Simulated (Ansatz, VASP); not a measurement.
RbSi2 in VASP and in Ansatz

```
Rb Si
1.0
     4.96811    0.00000    0.00000
     0.00000    4.96811    0.00000
     0.00000    0.00000    4.51953
Rb Si
1 2
Direct
  0.00000 0.00000 0.00000
  0.50000 0.50000 0.75134
  0.50000 0.50000 0.24866
```

Alike in both runs: task single point; functional r2SCAN; dispersion D3(BJ); k mesh 12 × 12 × 8; occupations gaussian, width 0.1 eV; no spin polarisation.

```csv
,VASP,Ansatz
version,VASP 6.6.1,Ansatz 0.2.0
potentials or method,"VASP PAW PBE potentials, release 64 (Rb_sv, Si)","scalar-relativistic, plane waves, PAW"
plane-wave cutoff (eV),550,500
valence electrons in the cell,17,17
```

|  | VASP | Ansatz | Ansatz less VASP |
| --- | --- | --- | --- |
| gap on the k mesh at the Fermi level (eV) | none | none | - |
| pressure (GPa) | 0.0 | 0.0 | +0.02 |
| traceless stress, the component that is largest in VASP (GPa) | -0.60 | -0.53 | +0.077 |

VASP's potentials were made for PBE, not for r2SCAN. A gap of «none» marks a metal or a gap that the smearing closes. Ansatz's warnings: dispersion damping borrowed.
